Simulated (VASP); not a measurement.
# Cu (Fm-3m) in VASP: further runs, part 2 of 2

VASP 6.6.1. Earlier steps stand in the parts before.

## 3. Single point, LDA (volume scaled by 0.72)

Input file INCAR:

```
SYSTEM = Cu
  ALGO = Normal
  EDIFF = 1E-6
  ENCUT = 520
  GGA = CA
  ISIF = 2
  ISMEAR = -1
  LASPH = .True.
  LCHARG = .False.
  LREAL = .False.
  LWAVE = .False.
  NBANDS = 12
  NELM = 60
  PREC = Accurate
  SIGMA = 0.05
```

Input file KPOINTS:

```
k-points
0
Gamma
  18 18 18
  0 0 0
```

Input file POSCAR:

```
Cu
1.0
    0.0000000000      1.5768512072      1.5768512072
    1.5768512072      0.0000000000      1.5768512072
    1.5768512072      1.5768512072      0.0000000000
Cu
1
Direct
    0.0000000000      0.0000000000      0.0000000000
```

Potentials or basis: VASP PAW LDA potentials, release 64 (Cu).

Started as:

```sh
$ cat potpaw_LDA.64/Cu/POTCAR > POTCAR
$ mpirun -np 1 vasp_std > vasp.out
```

It took 9.9 s on 1 thread of Intel Xeon 6975P-C, shared host; peak memory 0.13 GiB.

The run converged. Its results:

- Free energy: -3.7274 eV
- Pressure: 140.6 GPa

Levels at points of the mesh, in eV from the Fermi level:
| k point | band 2 | band 3 | band 4 | band 5 | band 6 | band 7 | band 8 | band 9 | band 10 | band 11 |
| --- | --- | --- | --- | --- | --- | --- | --- | --- | --- | --- |
| (0.00, 0.00, 0.00) | -4.86 | -4.86 | -4.86 | -3.28 | -3.28 | 25.51 | 31.50 | 31.50 | 31.50 | 35.36 |
| (0.50, 0.00, 0.00) | -4.94 | -4.94 | -2.44 | -2.22 | -2.22 | 6.25 | 23.87 | 28.85 | 28.85 | 31.64 |
| (0.50, 0.50, 0.00) | -7.47 | -2.24 | -1.95 | -1.95 | 1.10 | 10.39 | 16.42 | 16.42 | 22.40 | 28.31 |

## 4. Single point, LDA (volume scaled by 0.72)

Input file INCAR:

```
SYSTEM = Cu
  PREC = Accurate
  ENCUT = 520
  EDIFF = 1E-7
  ISMEAR = -1
  SIGMA = 0.05
  LREAL = .False.
  LASPH = .True.
  NELM = 80
  ALGO = Normal
  ISIF = 2
  LWAVE = .False.
  LCHARG = .False.
  NBANDS = 12
```

Input file KPOINTS:

```
Automatic mesh
0
Gamma
  18 18 18
  0 0 0
```

POSCAR is that of step 3.

Potentials or basis: VASP PAW LDA potentials, release 64 (Cu).

Started as:

```sh
$ cat potpaw_LDA.64/Cu/POTCAR > POTCAR
$ mpirun -np 1 vasp_std > vasp.out
```

OUTCAR:

```text
SYSTEM = Cu
   PREC = Accurate
   ENCUT = 520
   EDIFF = 1E-7
   ISMEAR = -1
   LREAL = .False.
   LASPH = .True.
   NELM = 80
   ISIF = 2

 ion  position               nearest neighbor table
   1  0.000  0.000  0.000-

  LATTYP: Found a face centered cubic cell.
 ALAT       =     3.1537024144

  Lattice vectors:

 A1 = (   0.0000000000,   1.5768512072,   1.5768512072)
 A2 = (   1.5768512072,   0.0000000000,   1.5768512072)
 A3 = (   1.5768512072,   1.5768512072,   0.0000000000)

Analysis of symmetry for initial positions (statically):
=====================================================================
 Subroutine PRICEL returns:
 Original cell was already a primitive cell.

 Routine SETGRP: Setting up the symmetry group for a
 face centered cubic supercell.

 Subroutine GETGRP returns: Found 48 space group operations
 (whereof 48 operations were pure point group operations)
 out of a pool of 48 trial point group operations.

The static configuration has the point symmetry O_h .

Analysis of symmetry for dynamics (positions and initial velocities):
=====================================================================
 Subroutine PRICEL returns:
[... 169 lines left out ...]
      6      10.6210      2.00000
      7      39.4158      0.00000
      8      45.4107      0.00000
      9      45.4107      0.00000
     10      45.4107      0.00000
     11      49.2628      0.00000
     12      49.2628      0.00000
[... 331 lines left out ...]
 k-point    24 :      -0.2222    0.0556    0.0000
  band No.  band energies     occupation
      1       3.5432      2.00000
      2       8.4736      2.00000
      3       9.3284      2.00000
      4       9.4034      2.00000
      5      10.5012      2.00000
      6      10.9726      2.00000
      7      30.7863      0.00000
      8      38.5808      0.00000
      9      42.7654      0.00000
     10      45.7610      0.00000
     11      48.4099      0.00000
     12      48.4910      0.00000

 [... further k-points ...]

------------------------ aborting loop because EDIFF is reached ----------------------------------------

  FORCE on cell =-STRESS in cart. coord.  units (eV):
  Direction    XX          YY          ZZ          XY          YZ          ZX
  --------------------------------------------------------------------------------------
  -------------------------------------------------------------------------------------
  Total        6.8825174      6.8825174      6.8825174      0.0000000      0.0000000      0.0000000
  in kB     1406.2280693   1406.2280693   1406.2280693      0.0000000      0.0000000      0.0000000
  external PRESSURE =    1406.2280693 kB  Pullay stress =       0.0000000 kB

 VOLUME and BASIS-vectors are now :
 -----------------------------------------------------------------------------
  energy-cutoff  :      520.00
  volume of cell :        7.84
      direct lattice vectors                 reciprocal lattice vectors
     0.000000000  1.576851207  1.576851207    -0.317087622  0.317087622  0.317087622
     1.576851207  0.000000000  1.576851207     0.317087622 -0.317087622  0.317087622
     1.576851207  1.576851207  0.000000000     0.317087622  0.317087622 -0.317087622

 POSITION                                       TOTAL-FORCE (eV/Angst)
 -----------------------------------------------------------------------------------
      0.00000      0.00000      0.00000        -0.000000     -0.000000      0.000000
 -----------------------------------------------------------------------------------
    total drift:                                0.000000      0.000000      0.000000

  FREE ENERGIE OF THE ION-ELECTRON SYSTEM (eV)
  ---------------------------------------------------
  free  energy   TOTEN  =        -3.7273749132 eV

  energy  without entropy=       -3.7252504130  energy(sigma->0) =       -3.72631266
```

OSZICAR:

```text
N       E                     dE             d eps       ncg     rms          rms(c)
DAV:   1     0.402357477757E+02    0.40236E+02   -0.53031E+03  5500   0.174E+03
DAV:   2    -0.361470838416E+01   -0.43850E+02   -0.40943E+02  4904   0.223E+02
DAV:   3    -0.472519839375E+01   -0.11105E+01   -0.11066E+01  5272   0.384E+01
DAV:   4    -0.473043325854E+01   -0.52349E-02   -0.52342E-02  5288   0.234E+00
DAV:   5    -0.473046852574E+01   -0.35267E-04   -0.35266E-04  5440   0.197E-01    0.789E+00
DAV:   6    -0.389303019183E+01    0.83744E+00   -0.78391E+00  5616   0.618E+01    0.122E+00
DAV:   7    -0.376351882253E+01    0.12951E+00   -0.63013E-01  5624   0.177E+01    0.967E-01
DAV:   8    -0.372760081853E+01    0.35918E-01   -0.20268E-02  6124   0.187E+00    0.921E-02
DAV:   9    -0.372735553152E+01    0.24529E-03   -0.61589E-04  7072   0.414E-01    0.197E-02
DAV:  10    -0.372737508039E+01   -0.19549E-04   -0.11330E-05  6260   0.419E-02    0.378E-03
DAV:  11    -0.372737490939E+01    0.17100E-06   -0.50723E-07  4468   0.137E-02    0.648E-04
DAV:  12    -0.372737491324E+01   -0.38526E-08   -0.10002E-08  3064   0.182E-03
   1 F= -.37273749E+01 E0= -.37263127E+01  d E =-.212450E-02
```

Run time: 14 s. Hardware: 1 thread of Intel Xeon 6975P-C, shared host; peak memory 0.13 GiB.

Results:

| Quantity | Value |
| --- | --- |
| Free energy | -3.7274 eV |
| Pressure | 140.6 GPa |

Levels at points of the mesh, in eV from the Fermi level:
```csv
k point,band 3,band 4,band 5,band 6,band 7,band 8,band 9,band 10
"(0.00, 0.00, 0.00)",-4.86,-4.86,-3.28,-3.28,25.51,31.50,31.50,31.50
"(0.50, 0.00, 0.00)",-4.94,-2.44,-2.22,-2.22,6.25,23.87,28.85,28.85
"(0.50, 0.50, 0.00)",-2.24,-1.95,-1.95,1.10,10.39,16.42,16.42,22.40
```

## 5. Single point, LDA (volume scaled by 0.8)

Input file INCAR:

```
ALGO     = Normal         # electronic algorithm
EDIFF    = 1E-6           # SCF threshold, eV
ENCUT    = 520            # plane-wave cutoff, eV
ISIF     = 2              # what is computed and relaxed
ISMEAR   = -1             # smearing method
LASPH    = True           # aspherical terms in the spheres
LCHARG   = False          # write CHGCAR
LREAL    = False          # projectors in reciprocal space
LWAVE    = False          # write WAVECAR
NBANDS   = 12             # bands
NELM     = 80             # most SCF steps
PREC     = Accurate       # precision mode
SIGMA    = 0.05           # smearing width, eV
```

Input file KPOINTS:

```
k-points
0
Gamma
  18 18 18
```

Input file POSCAR:

```
Cu
1.0
    0.0000000000      1.6332144427      1.6332144427
    1.6332144427      0.0000000000      1.6332144427
    1.6332144427      1.6332144427      0.0000000000
Cu
1
Direct
    0.0000000000      0.0000000000      0.0000000000
```

Started as:

```sh
$ cat potpaw_LDA.64/Cu/POTCAR > POTCAR
$ mpirun -np 1 vasp_std > vasp.out
```

It took 12 s on 1 thread of Intel Xeon 6975P-C, shared host; peak memory 0.13 GiB.

It converged, with:

```yaml
Free_energy: -4.2963 eV
Pressure: 74.0 GPa
```

Levels at points of the mesh, in eV from the Fermi level:
```tsv
k point	band 3	band 4	band 5	band 6	band 7	band 8	band 9	band 10
(0.00, 0.00, 0.00)	-4.26	-4.26	-2.92	-2.92	24.92	29.95	29.95	29.95
(0.50, 0.00, 0.00)	-4.32	-2.01	-2.01	-1.99	5.53	23.31	27.00	27.00
(0.50, 0.50, 0.00)	-2.03	-1.78	-1.78	1.24	9.49	15.52	15.52	21.08
```

## 6. Single point, LDA (volume scaled by 0.8)

Input file INCAR:

```
SYSTEM = Cu
PREC     = Accurate       ! precision mode
ENCUT    = 520            ! plane-wave cutoff, eV
EDIFF    = 1E-7           ! SCF threshold, eV
ISMEAR   = -1             ! smearing method
SIGMA    = 0.05           ! smearing width, eV
LREAL    = .False.        ! projectors in reciprocal space
LASPH    = .True.         ! aspherical terms in the spheres
NELM     = 80             ! most SCF steps
ALGO     = Normal         ! electronic algorithm
ISIF     = 2              ! what is computed and relaxed
LWAVE    = .False.        ! write WAVECAR
LCHARG   = .True.         ! write CHGCAR
LELF     = .True.         ! ELF
LVHAR    = .True.       
NBANDS   = 12             ! bands
```

Input file KPOINTS:

```
Automatic mesh
0
Gamma
  18 18 18
  0 0 0
```

POSCAR is that of step 5.

Potentials or basis: VASP PAW LDA potentials, release 64 (Cu).

Started as:

```sh
$ cat potpaw_LDA.64/Cu/POTCAR > POTCAR
$ mpirun -np 1 vasp_std > vasp.out
```

It took 18 s on 1 thread of Intel Xeon 6975P-C, shared host; peak memory 0.13 GiB.

It converged, with:

```
Free energy : -4.2963 eV
Pressure    : 74.0 GPa
```

Levels at points of the mesh, in eV from the Fermi level:
| k point | band 2 | band 3 | band 4 | band 5 | band 6 | band 7 | band 8 | band 9 | band 10 | band 11 |
| --- | --- | --- | --- | --- | --- | --- | --- | --- | --- | --- |
| (0.00, 0.00, 0.00) | -4.26 | -4.26 | -4.26 | -2.92 | -2.92 | 24.92 | 29.95 | 29.95 | 29.95 | 33.21 |
| (0.50, 0.00, 0.00) | -4.32 | -4.32 | -2.01 | -2.01 | -1.99 | 5.53 | 23.31 | 27.00 | 27.00 | 29.83 |
| (0.50, 0.50, 0.00) | -6.48 | -2.03 | -1.78 | -1.78 | 1.24 | 9.49 | 15.52 | 15.52 | 21.08 | 26.00 |

## 7. Summary

```csv
cell,gap on the mesh (eV),pressure (GPa)
"a = 2.144 Å, angles 60.0°, 1 atom",none,254.5
"a = 2.230 Å, angles 60.0°, 1 atom",none,140.6
"a = 2.310 Å, angles 60.0°, 1 atom",none,74.0
```

Alike in all rows: task single point; level LDA; potentials or basis VASP PAW LDA potentials, release 64 (Cu); no spin polarisation; k mesh 18 × 18 × 18; cutoff (eV) 520; smearing fermi-dirac 0.05 eV.

Absolute energies hang on the potentials; compare differences alone.
